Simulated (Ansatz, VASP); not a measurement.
**Two plane-wave programs on Sb**

File INCAR:

```
SYSTEM = Sb
ALGO = Normal
EDIFF = 1E-7
ENCUT = 520
GGA = PS
ISIF = 2
ISMEAR = 0
LASPH = .True.
LCHARG = .False.
LREAL = .False.
LWAVE = .False.
NBANDS = 8
NELM = 60
PREC = Accurate
SIGMA = 0.15
```

The input KPOINTS:

```
k-points
0
Gamma
  18 18 18
  0 0 0
```

POSCAR

```
Sb
1.0
   -1.8152006597      1.8713408863      1.8713408863
    1.8152006597     -1.8713408863      1.8713408863
    1.8152006597      1.8713408863     -1.8713408863
Sb
1
Direct
    0.0000000000      0.0000000000      0.0000000000
```

Input for Ansatz:

```yaml
crystal:
  lattice:
    - [-1.8152006597, 1.8713408863, 1.8713408863]
    - [1.8152006597, -1.8713408863, 1.8713408863]
    - [1.8152006597, 1.8713408863, -1.8713408863]
  atoms:
    - { symbol: Sb, position: [0.0, 0.0, 0.0] }
basis:
  ecutwfc: 420
kpoints:
  mp_grid: { grid: [18, 18, 18] }
hamiltonian:
  xc: pbesol
scf:
  occupations: { method: gaussian, width: 0.15 }
output:
  forces: true
  stress: true
  eigenvalues: true
```

Change from the starting cell: strain -0.0300 x Voigt [1, 0, 0, 0, 0, 0], atoms carried along.

Alike in both runs: task single point; functional PBEsol; k mesh 18 × 18 × 18; occupations gaussian, width 0.15 eV; no spin polarisation.

|  | VASP | Ansatz |
| --- | --- | --- |
| version | VASP 6.6.1 | Ansatz 0.2.0 |
| potentials or method | VASP PAW PBE potentials, release 64 (Sb), cutoff 520 eV | scalar-relativistic, plane waves, PAW |
| valence electrons in the cell | 5 | 15 |

```csv
,VASP,Ansatz,Ansatz less VASP
gap on the k mesh at the Fermi level (eV),none,none,-
pressure (GPa),1.5,1.5,-0.02
"traceless stress, the component that is largest in VASP (GPa)",1.03,1.03,-0.004
```

VASP's potentials were made for PBE, not for PBEsol. A gap of «none» marks a metal or a gap that the smearing closes. With one functional, cell and mesh, what is left measures potentials, basis and numerics. VASP's potentials hold 5 valence electrons a cell and Ansatz's 15, so a difference there can come from the potentials and not from the codes.

Neither program's run includes spin-orbit coupling.
